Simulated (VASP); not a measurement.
A run of VASP 6.6.1 is set up as follows.

The input INCAR:

```
SYSTEM = Be3Se4
ALGO = Normal
EDIFF = 1E-6
EDIFFG = -0.01
ENCUT = 600
GGA = PE
IBRION = 2
ISIF = 3
ISMEAR = 0
LASPH = .TRUE.
LCHARG = .FALSE.
LREAL = .FALSE.
LWAVE = .FALSE.
NELM = 100
NSW = 100
PREC = Accurate
SIGMA = 0.1
```

The input KPOINTS:

```
k-points
0
G
  6 6 6
  0 0 0
```

The input POSCAR:

```
Be3Se4
1.0
    5.1204341086      0.0000000000      0.0000000000
    0.0000000000      5.1204341086      0.0000000000
    0.0000000000      0.0000000000      5.1204341086
Be Se
3 4
Direct
    0.5000000000      0.0000000000      0.5000000000
    0.0000000000      0.5000000000      0.5000000000
    0.5000000000      0.5000000000      0.0000000000
    0.7497066707      0.7497066707      0.2502933293
    0.2502933293      0.2502933293      0.2502933293
    0.7497066707      0.2502933293      0.7497066707
    0.2502933293      0.7497066707      0.7497066707
```

Potentials or basis: VASP PAW PBE potentials, release 64 (Be, Se).

Launch:

```bash
$ cat potpaw_PBE.64/Be/POTCAR potpaw_PBE.64/Se/POTCAR > POTCAR
$ mpirun -np 1 vasp_std > vasp.out
```

Task: Predict the relaxed cell.

Result: a = 5.119 Å, b = 5.119 Å, c = 5.119 Å, α = 90.00°, β = 90.00°, γ = 90.00°.

Task: Predict the space group after relaxing (to 0.1 Å).

Result: P-43m (No. 215).

Task: Estimate the band gap on the k mesh.

Result: Zero (bands 15 and 16 overlap by 0.99 eV).

Final structure:
```yaml
crystal:
  lattice:
    - [5.11880, 0.00000, 0.00000]
    - [0.00000, 5.11880, 0.00000]
    - [0.00000, 0.00000, 5.11880]
  atoms:
    - { symbol: Be, position: [0.50000, 0.00000, 0.50000] }
    - { symbol: Be, position: [0.00000, 0.50000, 0.50000] }
    - { symbol: Be, position: [0.50000, 0.50000, 0.00000] }
    - { symbol: Se, position: [0.74999, 0.74999, 0.25001] }
    - { symbol: Se, position: [0.25001, 0.25001, 0.25001] }
    - { symbol: Se, position: [0.74999, 0.25001, 0.74999] }
    - { symbol: Se, position: [0.25001, 0.74999, 0.74999] }
```

Caveat: the cell differs from its parent crystal (atoms taken out).
